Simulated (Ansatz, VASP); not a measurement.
## One calculation of WS2, two programs

```
W S
1.0
     1.59978    0.92363    6.24444
    -1.59978    0.92363    6.24444
     0.00000   -1.84727    6.24444
W S
1 2
Direct
  0.00000 0.00000 0.00000
  0.58100 0.58100 0.58100
  0.75030 0.75030 0.75030
```

Alike in both runs: task single point; functional r2SCAN; k mesh 10 × 10 × 10; occupations fermi-dirac, width 0.05 eV; no spin polarisation.

|  | VASP | Ansatz |
| --- | --- | --- |
| version | VASP 6.6.1 | Ansatz 0.2.0 |
| potentials or method | VASP PAW PBE potentials, release 64 (W_sv, S) | Ansatz PAW |
| plane-wave cutoff (eV) | 520 | 500 |
| valence electrons in the cell | 26 | 26 |

Ansatz gave:

```
gap on the k mesh at the Fermi level (eV)                     : 1.20
least direct gap on the mesh (eV)                             : 2.25
pressure (GPa)                                                : -3.8
traceless stress, the component that is largest in VASP (GPa) : -1.05
rms of the force components (eV/Å)                            : 0.410
```

Q: Estimate VASP's values.

A: gap on the k mesh at the Fermi level (eV): 1.22; least direct gap on the mesh (eV): 2.25; pressure (GPa): -3.7; traceless stress, the component that is largest in VASP (GPa): -1.10; rms of the force components (eV/Å): 0.402.

VASP's potentials were made for PBE, not for r2SCAN. Atom by atom the forces differ by 0.010 eV/Å (rms over components).

Neither program's run includes spin-orbit coupling.
